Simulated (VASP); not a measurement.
AlNi: single point with PBE

Crystal: AlNi.

```xyz
2
Lattice="2.8810 0.0000 0.0000 0.0000 2.8810 0.0000 0.0000 0.0000 2.8810" Properties=species:S:1:pos:R:3 pbc="T T T"
Ni    1.4405    1.4405    1.4405
Al    0.0000    0.0000    0.0000
```

```json
{
  "Program": "VASP 6.6.1",
  "Task": "single point",
  "Functional": "PBE",
  "Potentials or basis": "VASP PAW PBE potentials, release 64 (Ni, Al)",
  "Cutoff": "520 eV",
  "k mesh": "9 × 9 × 9",
  "Occupations": "gaussian, width 0.02 eV",
  "Spin": "collinear spin, ferromagnetic start",
  "Starting moments": "[1.0, 0.0] μB",
  "Dipole correction": "no",
  "Further INCAR settings": "ALGO = Normal; EDIFF = 1e-07; NBANDS = 18"
}
```

```yaml
Pressure: 1.9 GPa
Net_moment: 0.00 μB per cell
Valence_electrons_inside_the_program's_atomic_spheres: Ni 9.46; Al 0.80
```

Levels at points of the mesh, in eV from the Fermi level:
Spin up:
```tsv
k point	band 2	band 3	band 4	band 5	band 6	band 7	band 8	band 9	band 10	band 11
(0.00, 0.00, 0.00)	-3.25	-3.25	-1.57	-1.57	-1.57	5.48	5.48	5.48	8.10	8.10
```
Spin down:
```
           k point  band 4  band 5  band 6  band 7  band 8  band 9
(0.00, 0.00, 0.00)   -1.57   -1.57   -1.57    5.48    5.48    5.48
```

Wall time 21 s on 1 thread of Intel(R) Xeon(R) Platinum 8375C CPU @ 2.90GHz (Ice Lake), on a shared host, peak memory 0.15 GiB.
